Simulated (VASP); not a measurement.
Runs of VASP 6.6.1 on Ag. The structure is that of space group Fm-3m (No. 225), or close to it. The cells are those of the table. 

```tsv
task	level	potentials or basis	cell	cutoff (eV)	gap on the mesh (eV)	pressure (GPa)	relaxed volume (Å³/atom)
single point	PBE+D3(BJ)	VASP PAW PBE potentials, release 64 (Ag)	a = 2.878 Å, angles 60.0°, 1 atom	520	none	-0.2	-
relaxation of cell and atoms	r2SCAN	VASP PAW PBE potentials, release 64 (Ag)	relaxed from a = 2.889 Å, angles 60.0°, 1 atom	600	none	0.0	(a)
single point	r2SCAN	VASP PAW PBE potentials, release 64 (Ag)	a = 2.900 Å, angles 60.0°, 1 atom	520	none	0.1	-
relaxation of cell and atoms	LDA	VASP PAW LDA potentials, release 64 (Ag)	relaxed from a = 2.889 Å, angles 60.0°, 1 atom	600	none	-0.1	16.01
relaxation of cell and atoms	r2SCAN+rVV10	VASP PAW PBE potentials, release 64 (Ag)	relaxed from a = 2.889 Å, angles 60.0°, 1 atom	600	none	0.0	16.97
relaxation of cell and atoms	PBE+D3(BJ)	VASP PAW PBE potentials, release 64 (Ag)	relaxed from a = 2.889 Å, angles 60.0°, 1 atom	600	none	0.0	(b)
single point	r2SCAN+rVV10	VASP PAW PBE potentials, release 64 (Ag)	a = 2.880 Å, angles 60.0°, 1 atom	520	none	0.5	-
single point	LDA	VASP PAW LDA potentials, release 64 (Ag)	a = 2.827 Å, angles 60.0°, 1 atom	520	none	0.1	-
```

Alike in all rows: no spin polarisation; k mesh 13 × 13 × 13; smearing methfessel-paxton 0.05 eV.

Problem. Fill in the values left out.

Solution. (a) 17.26; (b) 16.82.

Caveats: the PAW data sets were made with another functional, which shifts forces and pressure a little (some runs); pairwise dispersion overbinds metals, which lowers pressure and volume (some runs).

A k mesh can miss the band edges, and the runs leave out spin-orbit coupling on Ag.

A gap of «none» marks levels without a gap at the run's occupations.
